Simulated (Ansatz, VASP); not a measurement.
# One calculation of Sn, two programs

Contents of INCAR:

```
SYSTEM = Sn
ALGO     = Normal         ! electronic algorithm
EDIFF    = 1E-7           ! SCF threshold, eV
ENCUT    = 520            ! plane-wave cutoff, eV
GGA      = PS             ! functional
ISIF     = 2              ! what is computed and relaxed
ISMEAR   = 0              ! smearing method
LASPH    = .TRUE.         ! aspherical terms in the spheres
LCHARG   = .TRUE.         ! write CHGCAR
LELF     = .TRUE.         ! ELF
LREAL    = .FALSE.        ! projectors in reciprocal space
LVHAR    = .TRUE.       
LWAVE    = .FALSE.        ! write WAVECAR
NBANDS   = 21             ! bands
NELM     = 80             ! most SCF steps
PREC     = Accurate       ! precision mode
SIGMA    = 0.05           ! smearing width, eV
```

KPOINTS

```
k-points
0
G
  16 16 16
  0 0 0
```

File POSCAR:

```
Sn
1.0
   -2.9194544470      2.9194544470      1.5753466990
    2.9194544470     -2.9194544470      1.5753466990
    2.9194544470      2.9194544470     -1.5753466990
Sn
2
Direct
    0.7500000000      0.2500000000      0.5000000000
    0.0000000000      0.0000000000      0.0000000000
```

Input for Ansatz:

```yaml
crystal:
  lattice:
    - [-2.919454447, 2.919454447, 1.575346699]
    - [2.919454447, -2.919454447, 1.575346699]
    - [2.919454447, 2.919454447, -1.575346699]
  atoms:
    - { symbol: Sn, position: [0.75, 0.25, 0.5] }
    - { symbol: Sn, position: [0.0, 0.0, 0.0] }
basis:
  ecutwfc: 600
  ecutrho_ratio: 5
kpoints:
  mp_grid: { grid: [16, 16, 16] }
  band_path:
    path:
      - [[0.0, 0.0, 0.0], [0.0, 0.0, 0.5], [-0.5, 0.5, 0.5], [0.0, 0.0, 0.0], [0.32279288, 0.32279288, -0.32279288]]
      - [[-0.32279288, 0.67720712, 0.32279288], [-0.5, 0.5, 0.5]]
      - [[0.0, 0.0, 0.5], [0.25, 0.25, 0.25], [0.0, 0.5, 0.0], [0.0, 0.0, 0.0]]
    npoints: 14
hamiltonian:
  xc: pbesol
scf:
  occupations: { method: gaussian, width: 0.05 }
output:
  forces: true
  stress: true
  eigenvalues: true
  populations: true
  dos: { projected: true, de: 0.02, nscf_kmesh: { grid: [24, 24, 24] } }
  bader: true
```

Alike in both runs: task single point; functional PBEsol; k mesh 16 × 16 × 16; occupations gaussian, width 0.05 eV; no spin polarisation.

|  | VASP | Ansatz |
| --- | --- | --- |
| version | VASP 6.6.1 | Ansatz 0.2.0 |
| potentials or method | VASP PAW PBE potentials, release 64 (Sn_d), cutoff 520 eV | scalar-relativistic, plane waves, PAW |
| valence electrons in the cell | 28 | 28 |

```tsv
	VASP	Ansatz	Ansatz less VASP
pressure (GPa)	0.0	0.0	+0.06
```

VASP's potentials were made for PBE, not for PBEsol.
